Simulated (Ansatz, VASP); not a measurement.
**BiSb in VASP and in Ansatz**

File INCAR:

```
SYSTEM = BiSb
  PREC = Accurate
  ENCUT = 500
  EDIFF = 1E-6
  ISMEAR = 0
  SIGMA = 0.02
  LREAL = .False.
  LASPH = .True.
  NELM = 120
  ALGO = Normal
  ISIF = 2
  LWAVE = .False.
  LCHARG = .False.
  GGA = CA
  NBANDS = 17
  GGA_COMPAT = .False.
```

File KPOINTS:

```
regular mesh
0
Gamma
  10 10 10
  0 0 0
```

POSCAR

```
BiSb
1.0
    3.8063000000      0.0000000000      0.0000000000
    0.0000000000      3.8063000000      0.0000000000
    0.0000000000      0.0000000000      3.8063000000
Sb Bi
1 1
Direct
    0.0000000000      0.0000000000      0.0000000000
    0.5000000000      0.5000000000      0.5000000000
```

Input for Ansatz:

```yaml
crystal:
  lattice:
    - [3.8063, 0.0, 0.0]
    - [0.0, 3.8063, 0.0]
    - [0.0, 0.0, 3.8063]
  atoms:
    - { symbol: Sb, position: [0.0, 0.0, 0.0] }
    - { symbol: Bi, position: [0.5, 0.5, 0.5] }
basis:
  ecutwfc: 420
kpoints:
  mp_grid: { grid: [10, 10, 10] }
hamiltonian:
  xc: lda
scf:
  occupations: { method: gaussian, width: 0.02 }
output:
  forces: true
  stress: true
  eigenvalues: true
```

Alike in both runs: task single point; functional LDA; k mesh 10 × 10 × 10; occupations gaussian, width 0.02 eV; no spin polarisation.

```csv
,VASP,Ansatz
version,VASP 6.6.1,Ansatz 0.2.0
potentials or method,"VASP PAW LDA potentials, release 64 (Sb, Bi_d), cutoff 500 eV","scalar-relativistic, plane waves, PAW"
valence electrons in the cell,20,30
```

|  | VASP | Ansatz | Ansatz less VASP |
| --- | --- | --- | --- |
| gap on the k mesh at the Fermi level (eV) | none | none | - |
| pressure (GPa) | 0.2 | 0.1 | -0.08 |

LDA's correlation is that of Perdew and Zunger in VASP and of Perdew and Wang (1992) in Ansatz. A gap of «none» marks a metal or a gap that the smearing closes. VASP's potentials hold 20 valence electrons a cell and Ansatz's 30, so a difference there can come from the potentials and not from the codes.

Spin-orbit coupling is off throughout.
